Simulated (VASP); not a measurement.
## Cd: single point with LDA

The system is Cd.

```
Cd
1.0
     2.73340    0.00000    0.00000
     0.00000    2.73340    0.00000
     0.00000    0.00000    2.73340
Cd
1
Cartesian
  0.0000 0.0000 0.0000
```

* Program: VASP 6.6.1
* Task: single point
* Functional: LDA
* Potentials or basis: VASP PAW LDA potentials, release 64 (Cd)
* Cutoff: 520 eV
* k mesh: 8 × 8 × 8
* Occupations: fermi-dirac, width 0.05 eV
* Spin: no spin polarisation
* Dipole correction: no
* Further INCAR settings: ALGO = Normal; EDIFF = 1e-07; NBANDS = 12

* Pressure: 11.0 GPa
* Band gap on the k mesh: zero (band 6 reaches 8.31 eV, above the bottom of band 7 at 0.52 eV)

Levels at points of the mesh, in eV from the Fermi level:
```tsv
k point	band 2	band 3	band 4	band 5	band 6	band 7	band 8	band 9	band 10	band 11
(0.00, 0.00, 0.00)	-10.62	-9.37	-8.31	-8.31	-8.31	11.32	11.32	11.32	15.69	15.69
(0.50, 0.00, 0.00)	-9.74	-9.02	-9.02	-8.25	-3.22	-2.57	15.75	16.31	16.31	17.06
(0.50, 0.50, 0.00)	-9.93	-8.90	-8.90	-7.72	0.91	0.91	3.25	6.39	20.14	20.14
(0.50, 0.50, 0.50)	-10.05	-10.05	-7.67	-7.67	5.22	5.22	5.22	8.61	10.78	10.90
```

Wall time 9.1 s on 1 thread of Intel Xeon 6975P-C, with other jobs on the host, peak memory 0.12 GiB.
